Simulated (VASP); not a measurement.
The system is Ni3Ge.

```
CELL_PARAMETERS angstrom
3.53033 0.00000 0.00000
0.00000 3.53033 0.00000
0.00000 0.00000 3.53033
ATOMIC_POSITIONS crystal
Ni 0.50000 0.00000 0.50000
Ni 0.00000 0.50000 0.50000
Ni 0.50000 0.50000 0.00000
Ge 0.00000 0.00000 0.00000
```

Base run:

* Program: VASP 6.6.1
* Functional: PBEsol
* Potentials or basis: VASP PAW PBE potentials, release 64 (Ni, Ge_d)
* Cutoff: 520 eV
* k mesh: 7 × 7 × 7
* Occupations: fermi-dirac, width 0.1 eV
* Spin: collinear spin, ferromagnetic start
* Starting moments: [1.06, 1.06, 1.06, 0.17] μB
* Fixed moment: 3.2 μB

Its results: pressure 9.1 GPa; site moments Ni +0.96; Ge +0.20 μB.

Question: After a change of settings the same cell gave: pressure 26.0 GPa; site moments Ni +1.50; Ge +0.53 μB. Which change was it?
A. fixed moment from 3.2 μB to 2.2 μB; moments at the start from [1.06, 1.06, 1.06, 0.17] to [0.78, 0.78, 0.78, 0.07]
B. fixed moment from 3.2 μB to 4.3 μB; moments at the start from [1.06, 1.06, 1.06, 0.17] to [1.34, 1.34, 1.34, 0.33]
C. fixed moment from 3.2 μB to 5.4 μB; moments at the start from [1.06, 1.06, 1.06, 0.17] to [1.61, 1.61, 1.61, 0.47]

Answer: C.

Caveats: the PAW data sets were made with another functional, which shifts forces and pressure a little; the total moment is fixed, so each spin has its own Fermi level.
